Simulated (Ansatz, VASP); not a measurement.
## Two plane-wave programs on VN

```xyz
2
Lattice="0.0000 2.0625 2.0625 2.0625 0.0000 2.0625 2.0625 2.0625 0.0000" Properties=species:S:1:pos:R:3 pbc="T T T"
V     0.0000    0.0000    0.0000
N     2.0625    2.0625    2.0625
```

Alike in both runs: task single point; functional PBE; k mesh 6 × 6 × 6; occupations gaussian, width 0.52 eV; no spin polarisation.

|  | VASP | Ansatz |
| --- | --- | --- |
| version | VASP 6.6.1 | Ansatz 0.2.0 |
| potentials or method | VASP PAW PBE potentials, release 64 (V_sv, N), cutoff 600 eV | scalar-relativistic, plane waves, PAW |
| valence electrons in the cell | 18 | 18 |

Ansatz gave:

- gap on the k mesh at the Fermi level (eV): none
- pressure (GPa): 0.4

**Question.** What did VASP give for the same quantities?

**Answer.** gap on the k mesh at the Fermi level (eV): none; pressure (GPa): 1.0.

A gap of «none» marks a metal or a gap that the smearing closes. The functional is the same, so the differences come from potentials, cutoffs and numerics.

The k mesh is coarse, so the values compare programs but aren't converged.
